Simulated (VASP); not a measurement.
A run of VASP 6.6.1 is set up as follows.

File INCAR:

```
PREC = Accurate
ENCUT = 520
EDIFF = 1E-6
ISMEAR = 0
SIGMA = 0.1
LREAL = F
LASPH = T
NELM = 80
ALGO = Normal
ISIF = 2
LWAVE = F
LCHARG = F
GGA = PE
NBANDS = 14
```

KPOINTS

```
regular mesh
0
Gamma
  16 16 16
```

The input POSCAR:

```
B2F
1.0
    0.0000000000      2.6548543701      2.6548543701
    2.6548543701      0.0000000000      2.6548543701
    2.6548543701      2.6548543701      0.0000000000
B F
2 1
Direct
    0.2500000000      0.2500000000      0.2500000000
    0.7500000000      0.7500000000      0.7500000000
    0.0000000000      0.0000000000      0.0000000000
```

Potentials or basis: VASP PAW PBE potentials, release 64 (B, F).

Launch:

```bash
$ cat potpaw_PBE.64/B/POTCAR potpaw_PBE.64/F/POTCAR > POTCAR
$ mpirun -np 1 vasp_std > vasp.out
```

**Question.** What does it give for the pressure?

**Answer.** -0.3 GPa.

Caveat: an odd number of electrons without spin polarisation forces a metal; a magnetic or distorted state may lie lower.
